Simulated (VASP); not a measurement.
LiTlSe2: single point with HSE06

The system is LiTlSe2.

```xyz
4
Lattice="4.2591 0.0000 0.0000 0.0000 4.2591 0.0000 0.0000 0.0000 5.9753" Properties=species:S:1:pos:R:3 pbc="T T T"
Li    0.0000    0.0000    0.0000
Se    0.0000    2.1295    1.3835
Se    2.1295    0.0000    4.5918
Tl    2.1295    2.1295    2.9877
```

```yaml
Program: VASP 6.6.1
Task: single point
Functional: HSE06
Potentials_or_basis: VASP PAW PBE potentials, release 64 (Li_sv, Se, Tl_d)
Cutoff: 650 eV
k_mesh: 4 × 4 × 4
Occupations: fermi-dirac, width 0.02 eV
Spin: no spin polarisation
Dipole_correction: no
Grid_for_exact_exchange_PRECFOCK: Normal
Further_INCAR_settings: ALGO = Normal; EDIFF = 1e-06; NBANDS = 22
Screening_parameter: 0.2079 1/Å
```

* Pressure: -0.1 GPa
* Largest force: 0.004 eV/Å
* Band gap on the k mesh: 1.19 eV, direct

Forces on the atoms (eV/Å):
```
Li   0.000  0.000  0.000
Se   0.000  0.000  0.004
Se   0.000  0.000 -0.004
Tl   0.000  0.000  0.000
```

Levels at points of the mesh, in eV from the valence-band top:
```tsv
k point	band 12	band 13	band 14	band 15	band 16	band 17
(0.00, 0.00, 0.00)	-0.14	0.00	0.00	1.19	4.07	6.08
(0.50, 0.00, 0.00)	-1.78	-0.96	-0.56	3.09	6.42	6.57
(0.50, 0.50, 0.00)	-1.79	-1.79	-1.25	2.51	4.10	4.10
(0.00, 0.00, 0.50)	-1.27	-0.76	-0.76	2.91	4.21	5.93
(0.50, 0.00, 0.50)	-0.84	-0.58	-0.55	1.57	5.86	6.67
(0.50, 0.50, 0.50)	-2.12	-1.93	-1.70	4.14	6.18	6.18
```

Run time: 22 min on 4 MPI ranks on Intel(R) Xeon(R) Platinum 8488C (Sapphire Rapids) (shared host), peak memory 0.42 GiB a rank.

Caveat: the PAW data sets were made with another functional, which shifts forces and pressure a little; spin-orbit coupling is left out, which moves the levels of the heavy elements. A k mesh can miss the band edges.
